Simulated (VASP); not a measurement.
Set up this calculation in VASP 6.6.1, as the native input.

```
Task                   : electric field gradients
Functional             : PBE
Potentials or basis    : VASP PAW PBE potentials, release 64 (P)
Cutoff                 : 520 eV
k mesh                 : 8 × 8 × 8
Occupations            : fermi-dirac, width 0.03 eV
Spin                   : no spin polarisation
Dipole correction      : no
Further INCAR settings : ALGO = Normal; EDIFF = 1e-08; NBANDS = 8
```

The structure of P lies in POSCAR:

```
P
1.0
    4.3567085816      0.0000000000      0.0000000000
    0.0000000000      4.3567085816      0.0000000000
    0.0000000000      0.0000000000      4.4638649366
P
1
Direct
    0.0000000000      0.0000000000      0.0000000000
```

The input as run:

INCAR

```
ALGO = Normal ; EDIFF = 1E-8
ENCUT = 520 ; GGA = PE
ISIF = 2 ; ISMEAR = -1
LASPH = True ; LCHARG = False
LEFG = True ; LREAL = False
LWAVE = False ; NBANDS = 8
NELM = 60 ; PREC = Accurate
SIGMA = 0.03
```

KPOINTS

```
k-points
0
Gamma
  8 8 8
```

Potentials or basis: VASP PAW PBE potentials, release 64 (P).

The run is started by

```console
$ cat potpaw_PBE.64/P/POTCAR > POTCAR
$ mpirun -np 1 vasp_std > vasp.out
```

Results of the run:

```yaml
Pressure: -3.2 GPa
Band_gap_on_the_k_mesh: zero (an odd number of electrons rules out a gap without spin polarisation)
Largest_electric_field_gradient_by_atom: P -0.6 V/Å²
```

Caveat: the cell stands under tension; without QUAD_EFG the Cq values of the log hold for a quadrupole moment of 1 mb, not for the nuclei.

It took 38 s on 1 thread of Intel Xeon 8259CL (shared host), peak memory 0.19 GiB.
